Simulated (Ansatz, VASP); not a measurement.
**Si3P2: VASP beside Ansatz**

```xyz
5
Lattice="4.3433 0.0000 0.0000 -2.1716 3.7614 0.0000 0.0000 0.0000 4.9595" Properties=species:S:1:pos:R:3 pbc="T T T"
Si    0.0000    0.0000    0.0000
Si    0.0000    2.5076    3.7501
Si    2.1716    1.2538    1.2094
P     0.0000    2.5076    1.2114
P     2.1716    1.2538    3.7481
```

Alike in both runs: functional PBE; k mesh 6 × 6 × 4; occupations gaussian, width 0.1 eV; no spin polarisation.

Ansatz relaxed the structure, and its values are those at the end. VASP's run is a single point on that final structure, the one shown.

|  | VASP | Ansatz |
| --- | --- | --- |
| version | VASP 6.6.1 | Ansatz 0.2.0 |
| potentials or method | VASP PAW PBE potentials, release 64 (Si, P), cutoff 520 eV | scalar-relativistic, plane waves, PAW |
| valence electrons in the cell | 22 | 22 |

|  | VASP | Ansatz | Ansatz less VASP |
| --- | --- | --- | --- |
| gap on the k mesh at the Fermi level (eV) | none | none | - |
| pressure (GPa) | 0.0 | 0.0 | +0.07 |
| rms of the force components (eV/Å) | 0.002 | 0.005 | +0.0029 |

A gap of «none» marks a metal or a gap that the smearing closes. With one functional, cell and mesh, what is left measures potentials, basis and numerics.
